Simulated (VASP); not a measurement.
Crystal: CuO (Tenorite).

```
CELL_PARAMETERS angstrom
2.03069 -2.02908 0.15820
2.03069 2.02908 0.15820
-0.39541 0.00000 5.06883
ATOMIC_POSITIONS crystal
Cu 0.50000 0.00000 0.50000
Cu 0.00000 0.50000 0.00000
O 0.49997 0.50003 0.75000
O 0.50003 0.49997 0.25000
```

Base run:

- Program: VASP 6.6.1
- Functional: PBEsol
- Dispersion: D4
- Potentials or basis: VASP PAW PBE potentials, release 64 (Cu, O)
- Cutoff: 520 eV
- k mesh: 10 × 10 × 5
- Occupations: fermi-dirac, width 0.05 eV
- Spin: no spin polarisation

Its results: band gap on the k mesh zero (band 17 reaches 6.11 eV, above the bottom of band 18 at 5.13 eV); pressure 0.8 GPa.

**Question.** The run is repeated on the same cell with these changes: potentials or basis from VASP PAW PBE potentials, release 64 (Cu, O) to VASP PAW PBE potentials, release 64 (Cu_sv_GW, O); cutoff from 520 eV to 700 eV; further incar settings from ALGO = Normal; EDIFF = 1e-06; NBANDS = 25 to ALGO = Normal; EDIFF = 1e-06; NBANDS = 33; valence electrons from 34 to 50. What comes out?

**Answer.** Band gap on the k mesh zero (band 25 reaches 6.14 eV, above the bottom of band 26 at 5.16 eV); pressure -2.8 GPa.

Caveats: the PAW data sets were made with another functional, which shifts forces and pressure a little; semilocal functionals often make such compounds metallic where correlation or magnetic order opens a gap, which also shifts bond lengths; pairwise dispersion overbinds metals, which lowers pressure and volume.
